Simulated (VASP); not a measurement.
**Ga2O3: single point with PBEsol**

Ga2O3:

```xyz
40
Lattice="4.7583 -1.5237 5.6478 6.1387 4.5710 0.0036 -1.3804 6.0946 5.6442" Properties=species:S:1:pos:R:3 pbc="T T T"
Ga    8.0066    7.6122    9.5207
Ga    3.2450    6.0889    3.8725
Ga    3.2432   -0.0067    3.8753
Ga    3.2426    3.0402    3.8728
Ga    6.2716    3.0412    7.4260
Ga    1.5160    1.5168    1.7750
Ga    6.2745    6.0895    7.4247
Ga    6.2751    9.1363    7.4263
Ga    4.7445    4.5652    1.1590
Ga    3.3649    7.6143    6.8045
Ga    3.3653    1.5183    6.8029
Ga    3.3638    4.5670    6.8033
Ga    6.1537    1.5177    4.4928
Ga    4.7740    4.5659   10.1396
Ga    6.1503    4.5649    4.4936
Ga    6.1555    7.6129    4.4963
O     3.7810    3.0418    9.8481
O     5.1589    6.0905    4.2043
O     3.7778    6.0890    9.8493
O     5.1572    3.0399    4.2003
O     4.3589    3.0424    7.0897
O     5.7417    6.0885    1.4426
O     4.3608    6.0899    7.0880
O     5.7428    3.0428    1.4447
O     3.4097    4.5655    2.4725
O     3.4079    1.5173    2.4707
O     8.1683    6.0885    8.1191
O     2.0299    4.5657    8.1169
O     6.1108    7.6138    8.8259
O     6.1099    4.5659    8.8263
O     7.4890    4.5636    3.1822
O     1.3509    3.0414    3.1777
O     6.6417    7.6129    6.2692
O     6.6333    4.5647    6.2681
O     0.5034    6.0882    6.2645
O     6.6370    1.5188    6.2672
O     2.8806    4.5642    5.0288
O     2.8775    1.5171    5.0294
O     2.8839    7.6132    5.0294
O     9.0218    3.0404    5.0329
```

```
Program             : VASP 6.6.1
Task                : single point
Functional          : PBEsol
Potentials or basis : VASP PAW PBE potentials, release 64 (Ga_d, O)
Cutoff              : 520 eV
k mesh              : 2 × 2 × 2, shifted
Occupations         : gaussian, width 0.02 eV
Spin                : no spin polarisation
```

```
Pressure               : 0.3 GPa
Largest force          : 0.036 eV/Å
Band gap on the k mesh : 3.17 eV
```

Forces on the atoms (eV/Å):
```
Ga  -0.011 -0.005  0.011
Ga   0.008 -0.003  0.025
Ga   0.015  0.006 -0.003
Ga   0.020  0.005  0.015
Ga   0.007  0.005 -0.023
Ga  -0.009  0.008 -0.010
Ga  -0.013 -0.007 -0.014
Ga  -0.008  0.000 -0.018
Ga   0.012 -0.003  0.012
Ga   0.013 -0.011 -0.015
Ga   0.003 -0.006 -0.007
Ga   0.014 -0.010 -0.013
Ga  -0.003  0.010  0.010
Ga  -0.004  0.004 -0.005
Ga   0.001 -0.007  0.003
Ga  -0.012 -0.007 -0.003
O    0.009 -0.004 -0.003
O    0.015 -0.007 -0.011
O    0.013 -0.006 -0.011
O    0.016  0.009  0.007
O   -0.008  0.004  0.012
O   -0.011  0.009  0.023
O   -0.007  0.012  0.024
O   -0.020 -0.003  0.010
O    0.010 -0.002 -0.035
O    0.025  0.001 -0.005
O    0.019 -0.003 -0.017
O    0.019 -0.003 -0.014
O   -0.022 -0.013  0.015
O   -0.027  0.002  0.014
O   -0.023  0.011  0.015
O   -0.026 -0.001  0.009
O   -0.001  0.004 -0.016
O    0.020  0.000 -0.018
O    0.000  0.003 -0.011
O    0.009  0.001 -0.007
O   -0.004  0.011  0.014
O    0.001  0.001  0.017
O   -0.018  0.000  0.011
O   -0.021 -0.002  0.013
```

Stress tensor (GPa, compression positive):
```
 0.21  0.00 -0.01
 0.00  0.39  0.00
-0.01  0.00  0.28
```

Levels at points of the mesh, in eV from the valence-band top:
```csv
k point,band 172,band 173,band 174,band 175,band 176,band 177,band 178,band 179,band 180,band 181
"(0.25, 0.25, 0.25)",-0.47,-0.28,-0.12,-0.05,0.00,3.17,5.67,5.70,5.83,6.03
```

It took 23 min on 1 thread of Oxide Virtual Turin-like Processor, on a shared host, peak memory 0.56 GiB.

Caveat: the PAW data sets were made with another functional, which shifts forces and pressure a little; a shifted mesh leaves out Γ, where band edges can lie. A k mesh can miss the band edges.
